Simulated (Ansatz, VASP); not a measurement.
One calculation of As, two programs

The input INCAR:

```
  PREC = Accurate
  ENCUT = 520
  EDIFF = 1E-6
  ISMEAR = 0
  SIGMA = 0.15
  LREAL = F
  LASPH = T
  NELM = 60
  ALGO = Fast
  ISIF = 2
  LWAVE = F
  LCHARG = F
  GGA = PE
  NBANDS = 12
```

KPOINTS

```
Automatic mesh
0
Gamma
  18 18 18
```

Contents of POSCAR:

```
As
1.0
    1.8327557211      1.1124057017      3.4857700000
   -1.8327557211      1.1124057017      3.4857700000
    0.0000000000     -2.2248114034      3.4857700000
As
2
Direct
    0.2275400000      0.2275400000      0.2275400000
    0.7724600000      0.7724600000      0.7724600000
```

Input for Ansatz:

```yaml
crystal:
  lattice:
    - [1.8327557211, 1.1124057017, 3.48577]
    - [-1.8327557211, 1.1124057017, 3.48577]
    - [0.0, -2.2248114034, 3.48577]
  atoms:
    - { symbol: As, position: [0.22754, 0.22754, 0.22754] }
    - { symbol: As, position: [0.77246, 0.77246, 0.77246] }
basis:
  ecutwfc: 420
kpoints:
  mp_grid: { grid: [18, 18, 18] }
hamiltonian:
  xc: pbe
scf:
  occupations: { method: gaussian, width: 0.15 }
output:
  forces: true
  stress: true
  eigenvalues: true
```

Change from the starting cell: strain -0.0250 x Voigt [1, -1, 0, 0, 0, 0], atoms carried along.

Alike in both runs: task single point; functional PBE; k mesh 18 × 18 × 18; occupations gaussian, width 0.15 eV; no spin polarisation.

|  | VASP | Ansatz |
| --- | --- | --- |
| version | VASP 6.6.1 | Ansatz 0.2.0 |
| potentials or method | VASP PAW PBE potentials, release 64 (As), cutoff 520 eV | scalar-relativistic, plane waves, PAW |
| valence electrons in the cell | 10 | 30 |

VASP gave:

```
gap on the k mesh at the Fermi level (eV)                     : none
pressure (GPa)                                                : 4.0
traceless stress, the component that is largest in VASP (GPa) : 2.72
rms of the force components (eV/Å)                            : 0.153
```

Question: What did Ansatz give for the same quantities?

Answer: gap on the k mesh at the Fermi level (eV): none; pressure (GPa): 3.7; traceless stress, the component that is largest in VASP (GPa): 2.68; rms of the force components (eV/Å): 0.121.

Atom by atom the forces differ by 0.033 eV/Å (rms over components). A gap of «none» marks a metal or a gap that the smearing closes. The functional is the same, so the differences come from potentials, cutoffs and numerics. VASP's potentials hold 10 valence electrons a cell and Ansatz's 30, so a difference there can come from the potentials and not from the codes.
